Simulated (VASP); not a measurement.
# PtS2 (Fm-3m) in VASP: single point with HSE06

Aim: the single point of PtS2 with HSE06.

Everything below comes from runs of VASP 6.6.1. Logs are shortened: lines on timing, memory, paths and dates and some standing lists are left out, and cuts for length are marked.

## (1) The cell of the first run

Symmetry: Fm-3m, No. 225, cubic system. Conventional cell: a = 5.952 Å, b = 5.952 Å, c = 5.952 Å, α = 90.00°, β = 90.00°, γ = 90.00°. Pt (site symmetry m-3m) has 8 S at 2.58 Å within 3.4 Å. S (site symmetry -43m) has 4 Pt at 2.58 Å and 6 S at 2.98 Å within 3.4 Å.

## (2) Single point, HSE06

The input, POSCAR:

```
PtS2
1.0
    0.0000000000      2.9757935506      2.9757935506
    2.9757935506      0.0000000000      2.9757935506
    2.9757935506      2.9757935506      0.0000000000
Pt S
1 2
Direct
    0.0000000000      0.0000000000      0.0000000000
    0.2500000000      0.2500000000      0.2500000000
    0.7500000000      0.7500000000      0.7500000000
```

The input, INCAR.step1:

```
PREC = Accurate
ENCUT = 520
EDIFF = 1E-5
ISMEAR = -1
SIGMA = 0.02
LREAL = F
LASPH = T
NELM = 100
ALGO = Normal
ISIF = 2
LWAVE = T
LCHARG = F
NBANDS = 18
GGA = PE
```

The input, INCAR.step2:

```
PREC = Accurate
ENCUT = 520
EDIFF = 1E-7
ISMEAR = -1
SIGMA = 0.02
LREAL = F
LASPH = T
NELM = 100
ALGO = Normal
ISIF = 2
LWAVE = F
LCHARG = F
GGA = PE
LHFCALC = T
HFSCREEN = 0.2079
PRECFOCK = Normal
NBANDS = 18
ISTART = 1
```

The input, KPOINTS:

```
Automatic mesh
0
Gamma
  4 4 4
```

Potentials or basis: VASP PAW PBE potentials, release 64 (Pt, S).

Command:

```bash
> cat potpaw_PBE.64/Pt/POTCAR potpaw_PBE.64/S/POTCAR > POTCAR
> cp INCAR.step1 INCAR
> mpirun -np 1 vasp_std > vasp.out
> cp INCAR.step2 INCAR
> mpirun -np 1 vasp_std > vasp.out
```

OUTCAR:

```text
PREC = Accurate
   ENCUT = 520
   EDIFF = 1E-7
   ISMEAR = -1
   LREAL = F
   LASPH = T
   NELM = 100
   ISIF = 2
   GGA = PE
   LHFCALC = T
   HFSCREEN = 0.2079
   PRECFOCK = Normal
   ISTART = 1

 ion  position               nearest neighbor table
   1  0.000  0.000  0.000-   3 2.58   3 2.58   3 2.58   2 2.58   3 2.58   2 2.58   2 2.58   2 2.58

   2  0.250  0.250  0.250-   1 2.58   1 2.58   1 2.58   1 2.58
   3  0.750  0.750  0.750-   1 2.58   1 2.58   1 2.58   1 2.58

  LATTYP: Found a face centered cubic cell.
 ALAT       =     5.9515871012

  Lattice vectors:

 A1 = (   0.0000000000,   2.9757935506,   2.9757935506)
 A2 = (   2.9757935506,   0.0000000000,   2.9757935506)
 A3 = (   2.9757935506,   2.9757935506,   0.0000000000)

Analysis of symmetry for initial positions (statically):
=====================================================================
 Subroutine PRICEL returns:
 Original cell was already a primitive cell.

 Routine SETGRP: Setting up the symmetry group for a
 face centered cubic supercell.

 Subroutine GETGRP returns: Found 48 space group operations
 (whereof 48 operations were pure point group operations)
 out of a pool of 48 trial point group operations.

The static configuration has the point symmetry O_h .

Analysis of symmetry for dynamics (positions and initial velocities):
=====================================================================
 Subroutine PRICEL returns:
 Original cell was already a primitive cell.

 Routine SETGRP: Setting up the symmetry group for a
 face centered cubic supercell.

 Subroutine GETGRP returns: Found 48 space group operations
 (whereof 48 operations were pure point group operations)
 out of a pool of 48 trial point group operations.

The dynamic configuration has the point symmetry O_h .

 Subroutine INISYM returns: Found 48 space group operations
 (whereof 48 operations are pure point group operations),
 and found     1 'primitive' translations

----------------------------------------------------------------------------------------

                                     Primitive cell

  volume of cell :      52.7034

  direct lattice vectors                    reciprocal lattice vectors
[... 74 lines left out ...]
   EDIFFG = 0.1E-05   stopping-criterion for IOM
   NSW    =      0    number of steps for IOM
   IBRION =     -1    ionic relax: 0-MD 1-quasi-New 2-CG
   NFREE  =      0    steps in history (QN), initial steepest desc. (CG)
   ISIF   =      2    stress and relaxation
   ISYM   =      3    0-nonsym 1-usesym 2-fastsym
   POTIM  = 0.5000    time-step for ionic-motion
   TEBEG  =    0.0;   TEEND  =   0.0 temperature during run
   PSTRESS=    0.0 pullay stress
   NELECT =      22.0000    total number of electrons
   NUPDOWN=      -1.0000    fix difference up-down
   EMIN   =  10.00;   EMAX   =-10.00  energy-range for DOS
   EFERMI =   0.00;   METHOD = LEGACY
   ISMEAR =    -1;   SIGMA  =   0.02  broadening in eV -4-tet -1-fermi 0-gaus
   EFERMI_NEDOS =   21; number of points for ismear=-14 and -15
   IALGO  =     38    algorithm
   IMIX   =      1    mixing-type and parameters
     AMIX     =   0.40;   BMIX     =  1.00
     AMIX_MAG =   1.60;   BMIX_MAG =  1.00
  volume/ion in A,a.u.               =      17.57       118.55
  Fermi-wavevector in a.u.,A,eV,Ry     =   1.223497  2.312074 20.367174  1.496945
  Thomas-Fermi vector in A             =   2.358606
   LORBIT       =      0    0 simple, 1 ext, 2 COOP (PROOUT), +10 PAW based schemes
   GGA     = PE    functional components
   LHFCALC =     T    Hartree Fock is set to
   PRECFOCK=normal    Normal, Fast or Accurate (Low or Medium for compatibility)
   ENCUT4O =  -1.0   cutoff for four orbital integrals eV
   NKREDX  =     1    reduce k-point grid by
   NKREDY  =     1    reduce k-point grid by
   NKREDZ  =     1    reduce k-point grid by
   AEXX    =    0.2500 exact exchange contribution
   HFSCREEN=    0.2079 screening length (either q_TF or 0.3 A-1)
   HFSCREENC=   0.2079 screening length for correlation (either q_TF or 0.3 A-1)
   ENCUTFOCK=  -1.0 apply spherical cutoff to Coloumb kernel
   IVDW    =     0    specifies the selected vdW correction
   LEPSILON=     F    determine dielectric tensor
   LRPA    =     F    only Hartree local field effects (RPA)
 non-spin polarized calculation
  energy-cutoff  :      520.00
  volume of cell :       52.70
 maximum number of plane-waves:      1428
  NGX = 24; NGY = 24; NGZ = 24

 number of electron      22.0000000 magnetization

 Free energy of the ion-electron system (eV)
  ---------------------------------------------------
  ext. energy  EPLUGINS =         0.00000000
  ---------------------------------------------------
  free energy    TOTEN  =       -16.18680845 eV

  energy without entropy =      -16.18440507  energy(sigma->0) =      -16.18560676

 E-fermi :   8.2463     XC(G=0):  -9.0833

 val. band max:        8.0022957112   @ k =   0.5000   0.5000   0.0000
 cond. band min:       8.3008857382   @ k =   0.2500   0.0000   0.0000
 fundamental gap:      0.2985900271
 Fermi energy:         8.2463489701

 k-point     1 :       0.0000    0.0000    0.0000
  band No.  band energies     occupation
      1     -10.1948      2.00000
      2      -5.2762      2.00000
      3      -0.4443      2.00000
      4      -0.4443      2.00000
      5      -0.4443      2.00000
      6       2.7359      2.00000
[... 145 lines left out ...]
      5       1.7814      2.00000
      6       1.7814      2.00000
[... 10 lines left out ...]
     17      16.8147      0.00000
     18      20.4251      0.00000

------------------------ aborting loop because EDIFF is reached ----------------------------------------

  FORCE on cell =-STRESS in cart. coord.  units (eV):
  Direction    XX          YY          ZZ          XY          YZ          ZX
  --------------------------------------------------------------------------------------
  -------------------------------------------------------------------------------------
  Total       -1.0285199     -1.0285199     -1.0285199      0.0000000      0.0000000      0.0000000
  in kB      -31.2669052    -31.2669052    -31.2669052      0.0000000      0.0000000      0.0000000
  external PRESSURE =     -31.2669052 kB  Pullay stress =       0.0000000 kB

 VOLUME and BASIS-vectors are now :
 -----------------------------------------------------------------------------
  energy-cutoff  :      520.00
  volume of cell :       52.70
      direct lattice vectors                 reciprocal lattice vectors
     0.000000000  2.975793551  2.975793551    -0.168022409  0.168022409  0.168022409
     2.975793551  0.000000000  2.975793551     0.168022409 -0.168022409  0.168022409
     2.975793551  2.975793551  0.000000000     0.168022409  0.168022409 -0.168022409

 POSITION                                       TOTAL-FORCE (eV/Angst)
 -----------------------------------------------------------------------------------
      0.00000      0.00000      0.00000        -0.000000      0.000000      0.000000
      1.48790      1.48790      1.48790        -0.000000     -0.000000     -0.000000
      4.46369      4.46369      4.46369         0.000000      0.000000      0.000000
 -----------------------------------------------------------------------------------
    total drift:                               -0.000000     -0.000001     -0.000001

  FREE ENERGIE OF THE ION-ELECTRON SYSTEM (eV)
  ---------------------------------------------------
  free  energy   TOTEN  =       -16.1868084516 eV

  energy  without entropy=      -16.1844050697  energy(sigma->0) =      -16.18560676
```

It took 12 min on 1 thread of AMD EPYC 7R43 (Zen 3), shared host; peak memory 0.25 GiB.

What came out:

```
Free energy            : -16.1868 eV
Pressure               : -3.1 GPa
Band gap on the k mesh : zero (bands 11 and 12 overlap by 0.85 eV)
```

Caveat: the k points lie up to 0.46 Å⁻¹ apart, too coarse for converged energies and pressures of a metal; the PAW data sets were made with another functional, which shifts forces and pressure a little; spin-orbit coupling is left out, which moves the levels of the heavy elements.
